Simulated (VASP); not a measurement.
# TaN (P6_3mc) in VASP: a series of runs, part 2 of 2

VASP 6.6.1. The steps go on from the part before.

## (3) Single point, r2SCAN+U, collinear spin, antiferromagnetic start

The input, POSCAR:

```
TaN
1.0
    3.0500020400      0.0000000000      0.0000000000
   -1.5250010200      2.6413792500      0.0000000000
    0.0000000000      0.0000000000      4.9400015300
Ta N
2 2
Direct
    0.3333333333      0.6666666667      0.0000000000
    0.6666666667      0.3333333333      0.5000000000
    0.3333333333      0.6666666667      0.3850000000
    0.6666666667      0.3333333333      0.8850000000
```

The input, INCAR.step1:

```
SYSTEM = TaN
PREC = Accurate
ENCUT = 520
ISMEAR = 0
SIGMA = 0.05
LREAL = .FALSE.
LASPH = .TRUE.
NELM = 150
ISPIN = 2
MAGMOM = 2 -2 0 0
LMAXMIX = 4
LDAU = .TRUE.
LDAUTYPE = 2
LDAUL = 2 -1
LDAUU = 1 0
LDAUJ = 0 0
NBANDS = 28
GGA = PE
ALGO = Normal
EDIFF = 1E-4
LWAVE = .TRUE.
LCHARG = .FALSE.
```

The input, INCAR.step2:

```
SYSTEM = TaN
PREC = Accurate
ENCUT = 520
EDIFF = 1E-6
ISMEAR = 0
SIGMA = 0.05
LREAL = .FALSE.
LASPH = .TRUE.
NELM = 150
ALGO = Normal
ISIF = 2
LWAVE = .FALSE.
LCHARG = .FALSE.
ISPIN = 2
MAGMOM = 2 -2 0 0
LORBIT = 11
LMAXMIX = 4
LDAU = .TRUE.
LDAUTYPE = 2
LDAUL = 2 -1
LDAUU = 1 0
LDAUJ = 0 0
LDAUPRINT = 1
METAGGA = R2SCAN
LMIXTAU = .TRUE.
NBANDS = 28
ISTART = 1
```

The input, KPOINTS:

```
regular mesh
0
G
  7 7 4
  0 0 0
```

Potentials or basis: VASP PAW PBE potentials, release 64 (Ta_pv, N).

On the command line:

```
> cat potpaw_PBE.64/Ta_pv/POTCAR potpaw_PBE.64/N/POTCAR > POTCAR
> cp INCAR.step1 INCAR
> mpirun -np 1 vasp_std > vasp.out
> cp INCAR.step2 INCAR
> mpirun -np 1 vasp_std > vasp.out
```

OUTCAR:

```text
SYSTEM = TaN
   PREC = Accurate
   ENCUT = 520
   EDIFF = 1E-6
   ISMEAR = 0
   LREAL = .FALSE.
   LASPH = .TRUE.
   NELM = 150
   ISIF = 2
   ISPIN = 2
   LORBIT = 11
   METAGGA = R2SCAN
   ISTART = 1

 ion  position               nearest neighbor table
   1  0.333  0.667  0.000-   4 1.85   4 1.85   4 1.85   3 1.90   2 3.03   2 3.03   2 3.03   2 3.03
                             2 3.03   2 3.03
   2  0.667  0.333  0.500-   3 1.85   3 1.85   3 1.85   4 1.90   1 3.03   1 3.03   1 3.03   1 3.03
                             1 3.03   1 3.03
   3  0.333  0.667  0.385-   2 1.85   2 1.85   2 1.85   1 1.90
   4  0.667  0.333  0.885-   1 1.85   1 1.85   1 1.85   2 1.90

  LATTYP: Found a hexagonal cell.
 ALAT       =     3.0500020400
 C/A-ratio  =     1.6196715495

  Lattice vectors:

 A1 = (   3.0500020400,   0.0000000000,   0.0000000000)
 A2 = (  -1.5250010200,   2.6413792500,   0.0000000000)
 A3 = (   0.0000000000,   0.0000000000,   4.9400015300)

Analysis of symmetry for initial positions (statically):
=====================================================================
 Subroutine PRICEL returns:
 Original cell was already a primitive cell.

 Routine SETGRP: Setting up the symmetry group for a
 hexagonal supercell.

 Subroutine GETGRP returns: Found 12 space group operations
 (whereof  6 operations were pure point group operations)
 out of a pool of 24 trial point group operations.

The static configuration has the point symmetry C_3v.
 The point group associated with its full space group is C_6v.

Analysis of symmetry for dynamics (positions and initial velocities):
=====================================================================
 Subroutine PRICEL returns:
 Original cell was already a primitive cell.

 Routine SETGRP: Setting up the symmetry group for a
 hexagonal supercell.

 Subroutine GETGRP returns: Found 12 space group operations
 (whereof  6 operations were pure point group operations)
 out of a pool of 24 trial point group operations.

The dynamic configuration has the point symmetry C_3v.
 The point group associated with its full space group is C_6v.

Analysis of structural, dynamic, and magnetic symmetry:
=====================================================================
 Subroutine PRICEL returns:
 Original cell was already a primitive cell.

 Routine SETGRP: Setting up the symmetry group for a
 hexagonal supercell.

 Subroutine GETGRP returns: Found 12 space group operations
 (whereof  6 operations were pure point group operations)
 out of a pool of 24 trial point group operations.

The overall configuration has the point symmetry C_3v.
 The point group associated with its full space group is C_6v.

 Subroutine INISYM returns: Found 12 space group operations
 (whereof  6 operations are pure point group operations),
 and found     1 'primitive' translations

----------------------------------------------------------------------------------------

                                     Primitive cell

  volume of cell :      39.7977

  direct lattice vectors                    reciprocal lattice vectors
[... 186 lines left out ...]
 -0.0000 -0.0598  0.0000  0.0000  0.3221

 occupancies and eigenvectors

  o =  0.2314  v =  0.0000  0.0000  0.0000  0.0000  0.0000 -0.5504  0.0000 -0.0000 -0.8349  0.0000      0.0000  0.0000  0.0000  0.0000  0.0000  0.0000  0.0000  0.0000  0.0000  0.0000
  o =  0.2314  v =  0.0000  0.0000  0.0000  0.0000  0.0000  0.0000  0.8349 -0.0000  0.0000  0.5504      0.0000  0.0000  0.0000  0.0000  0.0000  0.0000  0.0000  0.0000  0.0000  0.0000
  o =  0.2314  v = -0.5504  0.0000 -0.0000 -0.8349  0.0000  0.0000  0.0000  0.0000  0.0000  0.0000      0.0000  0.0000  0.0000  0.0000  0.0000  0.0000  0.0000  0.0000  0.0000  0.0000
  o =  0.2314  v =  0.0000  0.8349 -0.0000  0.0000  0.5504  0.0000  0.0000  0.0000  0.0000  0.0000      0.0000  0.0000  0.0000  0.0000  0.0000  0.0000  0.0000  0.0000  0.0000  0.0000
  o =  0.3400  v = -0.0000 -0.0000 -1.0000  0.0000  0.0000  0.0000  0.0000  0.0000  0.0000  0.0000      0.0000  0.0000  0.0000  0.0000  0.0000  0.0000  0.0000  0.0000  0.0000  0.0000
  o =  0.3400  v =  0.0000  0.0000  0.0000  0.0000  0.0000 -0.0000 -0.0000 -1.0000  0.0000  0.0000      0.0000  0.0000  0.0000  0.0000  0.0000  0.0000  0.0000  0.0000  0.0000  0.0000
  o =  0.3616  v =  0.0000  0.0000  0.0000  0.0000  0.0000  0.8349  0.0000 -0.0000 -0.5504 -0.0000      0.0000  0.0000  0.0000  0.0000  0.0000  0.0000  0.0000  0.0000  0.0000  0.0000
  o =  0.3616  v =  0.0000  0.0000  0.0000  0.0000  0.0000 -0.0000  0.5504 -0.0000  0.0000 -0.8349      0.0000  0.0000  0.0000  0.0000  0.0000  0.0000  0.0000  0.0000  0.0000  0.0000
  o =  0.3616  v =  0.8349  0.0000 -0.0000 -0.5504 -0.0000  0.0000  0.0000  0.0000  0.0000  0.0000      0.0000  0.0000  0.0000  0.0000  0.0000  0.0000  0.0000  0.0000  0.0000  0.0000
  o =  0.3616  v =  0.0000 -0.5504  0.0000 -0.0000  0.8349  0.0000  0.0000  0.0000  0.0000  0.0000      0.0000  0.0000  0.0000  0.0000  0.0000  0.0000  0.0000  0.0000  0.0000  0.0000

 number of electron      32.0000000 magnetization      -0.0000000

 Free energy of the ion-electron system (eV)
  ---------------------------------------------------
  ext. energy  EPLUGINS =         0.00000000
  ---------------------------------------------------
  free energy    TOTEN  =      -111.40252179 eV

  energy without entropy =     -111.39896225  energy(sigma->0) =     -111.40074202

 E-fermi :   9.9138     XC(G=0): -14.6073

 val. band max:        9.9107136705   @ k =   0.4286   0.0000   0.2500
 cond. band min:      10.0019438385   @ k =   0.1429   0.1429   0.5000
 fundamental gap:      0.0912301680
 Fermi energy:         9.9138298606

 spin component 1

 k-point     1 :       0.0000    0.0000    0.0000
  band No.  band energies     occupation
      1     -27.7338      1.00000
      2     -26.5509      1.00000
      3     -26.5509      1.00000
      4     -26.3525      1.00000
      5     -26.3525      1.00000
      6     -26.3219      1.00000
[... 733 lines left out ...]
     27      22.1848      0.00000
     28      22.1848      0.00000
 Fermi energy:         9.9138298606

 spin component 2

 k-point     1 :       0.0000    0.0000    0.0000
  band No.  band energies     occupation
      1     -27.7338      1.00000
      2     -26.5509      1.00000
      3     -26.5509      1.00000
      4     -26.3525      1.00000
      5     -26.3525      1.00000
      6     -26.3219      1.00000
[... 733 lines left out ...]
     27      22.1848      0.00000
     28      22.1848      0.00000

------------------------ aborting loop because EDIFF is reached ----------------------------------------

  FORCE on cell =-STRESS in cart. coord.  units (eV):
  Direction    XX          YY          ZZ          XY          YZ          ZX
  --------------------------------------------------------------------------------------
  -------------------------------------------------------------------------------------
  Total       37.4987442     37.4987442     31.1354080      0.0000000      0.0000000      0.0000000
  in kB     1509.6258744   1509.6258764   1253.4504433      0.0000000      0.0000000      0.0000000
  external PRESSURE =    1424.2340647 kB  Pullay stress =       0.0000000 kB

 VOLUME and BASIS-vectors are now :
 -----------------------------------------------------------------------------
  energy-cutoff  :      520.00
  volume of cell :       39.80
      direct lattice vectors                 reciprocal lattice vectors
     3.050002040  0.000000000  0.000000000     0.327868633  0.189295043  0.000000000
    -1.525001020  2.641379250  0.000000000     0.000000000  0.378590087  0.000000000
     0.000000000  0.000000000  4.940001530     0.000000000  0.000000000  0.202429087

 POSITION                                       TOTAL-FORCE (eV/Angst)
 -----------------------------------------------------------------------------------
     -0.00000      1.76092      0.00000        -0.000000     -0.000000      2.250841
      1.52500      0.88046      2.47000         0.000000      0.000000      2.250841
     -0.00000      1.76092      1.90190        -0.000000      0.000000     -2.250841
      1.52500      0.88046      4.37190         0.000000      0.000000     -2.250841
 -----------------------------------------------------------------------------------
    total drift:                               -0.000000      0.000000      0.000917

  FREE ENERGIE OF THE ION-ELECTRON SYSTEM (eV)
  ---------------------------------------------------
  free  energy   TOTEN  =      -111.4025217940 eV

  energy  without entropy=     -111.3989622500  energy(sigma->0) =     -111.40074202

 total charge

# of ion       s       p       d       tot
------------------------------------------
    1        0.411   6.416   2.979   9.806
    2        0.411   6.416   2.979   9.806
    3        1.310   2.785   0.000   4.096
    4        1.310   2.785   0.000   4.096
--------------------------------------------------
tot          3.444  18.402   5.958  27.804

 magnetization (x)

# of ion       s       p       d       tot
------------------------------------------
    1        0.000  -0.000  -0.000  -0.000
    2       -0.000   0.000   0.000   0.000
    3        0.000  -0.000   0.000   0.000
    4       -0.000   0.000   0.000  -0.000
--------------------------------------------------
tot          0.000   0.000   0.000   0.000
```

Wall time 2.4 min (1 thread of Intel Xeon Platinum 8259CL at 2.50GHz (Skylake/Cascade Lake), shared host); peak memory 0.21 GiB.

Results:

```
Free energy                                           : -111.4025 eV
Pressure                                              : 142.4 GPa
Largest force                                         : 2.251 eV/Å
Band gap on the k mesh                                : zero (filled and empty bands overlap)
Net moment                                            : 0.00 μB per cell
Valence electrons inside the program's atomic spheres : Ta 9.81; N 4.10
```

Forces in eV/Å, atoms in the order of the input:
```
Ta   0.000  0.000  2.251
Ta   0.000  0.000  2.251
N    0.000  0.000 -2.251
N    0.000  0.000 -2.251
```

Stress tensor (GPa, compression positive):
```
150.96   0.00   0.00
  0.00 150.96   0.00
  0.00   0.00 125.35
```

Eigenvalues of the final occupation matrices:
| site | spin | trace | eigenvalues |
| --- | --- | --- | --- |
| site 1 d | 1 | 1.53 | 0.23 0.23 0.34 0.36 0.36 |
| site 1 d | 2 | 1.53 | 0.23 0.23 0.34 0.36 0.36 |
| site 2 d | 1 | 1.53 | 0.23 0.23 0.34 0.36 0.36 |
| site 2 d | 2 | 1.53 | 0.23 0.23 0.34 0.36 0.36 |

Caveat: the PAW data sets were made with another functional, which shifts forces and pressure a little; spin-orbit coupling is left out, which moves the levels of the heavy elements. The state reached can hang on the start; a lower one may exist.

## (4) Single point, r2SCAN+U, collinear spin, zero start

POSCAR is that of step 3.

The input, INCAR.step1:

```
PREC = Accurate ; ENCUT = 520
ISMEAR = 0 ; SIGMA = 0.05
LREAL = F ; LASPH = T
NELM = 150 ; ISPIN = 2
MAGMOM = 0 0 0 0 ; LMAXMIX = 4
LDAU = T ; LDAUTYPE = 2
LDAUL = 2 -1 ; LDAUU = 1 0
LDAUJ = 0 0 ; NBANDS = 28
GGA = PE ; ALGO = Normal
EDIFF = 1E-4 ; LWAVE = T
LCHARG = F
```

The input, INCAR.step2:

```
PREC = Accurate ; ENCUT = 520
EDIFF = 1E-6 ; ISMEAR = 0
SIGMA = 0.05 ; LREAL = F
LASPH = T ; NELM = 150
ALGO = Normal ; ISIF = 2
LWAVE = F ; LCHARG = F
ISPIN = 2 ; MAGMOM = 0 0 0 0
LORBIT = 11 ; LMAXMIX = 4
LDAU = T ; LDAUTYPE = 2
LDAUL = 2 -1 ; LDAUU = 1 0
LDAUJ = 0 0 ; LDAUPRINT = 1
METAGGA = R2SCAN ; LMIXTAU = T
NBANDS = 28 ; ISTART = 1
```

The input, KPOINTS:

```
regular mesh
0
Gamma
  7 7 4
```

On the command line:

```
> cat potpaw_PBE.64/Ta_pv/POTCAR potpaw_PBE.64/N/POTCAR > POTCAR
> cp INCAR.step1 INCAR
> mpirun -np 1 vasp_std > vasp.out
> cp INCAR.step2 INCAR
> mpirun -np 1 vasp_std > vasp.out
```

Run time: 2.3 min. Hardware: 1 thread of Intel Xeon Platinum 8375C at 2.90GHz (Ice Lake), shared host; peak memory 0.21 GiB.

Results (log left out):

```yaml
Free_energy: -111.4025 eV
Pressure: 142.4 GPa
Largest_force: 2.251 eV/Å
Band_gap_on_the_k_mesh: zero (filled and empty bands overlap)
Net_moment: 0.00 μB per cell
Valence_electrons_inside_the_program's_atomic_spheres: Ta 9.81; N 4.10
```

Forces in eV/Å, atoms in the order of the input:
```
Ta   0.000  0.000  2.251
Ta   0.000  0.000  2.251
N    0.000  0.000 -2.251
N    0.000  0.000 -2.251
```

Stress tensor (GPa, compression positive):
```
150.96   0.00   0.00
  0.00 150.96   0.00
  0.00   0.00 125.35
```

Levels at points of the mesh, in eV from the Fermi level:
Spin up:
```csv
k point,band 14,band 15,band 16,band 17,band 18,band 19
"(0.00, 0.00, 0.00)",-8.07,-0.67,-0.67,-0.35,2.23,2.88
"(0.00, 0.00, 0.50)",-8.96,1.41,1.41,1.41,1.41,1.96
```
Spin down:
```csv
k point,band 14,band 15,band 16,band 17,band 18,band 19
"(0.00, 0.00, 0.00)",-8.07,-0.67,-0.67,-0.35,2.23,2.88
"(0.00, 0.00, 0.50)",-8.96,1.41,1.41,1.41,1.41,1.96
```

Eigenvalues of the final occupation matrices:
```csv
site,spin,trace,eigenvalues
site 1 d,1,1.53,0.23 0.23 0.34 0.36 0.36
site 1 d,2,1.53,0.23 0.23 0.34 0.36 0.36
site 2 d,1,1.53,0.23 0.23 0.34 0.36 0.36
site 2 d,2,1.53,0.23 0.23 0.34 0.36 0.36
```

Caveat: the PAW data sets were made with another functional, which shifts forces and pressure a little; spin-orbit coupling is left out, which moves the levels of the heavy elements.
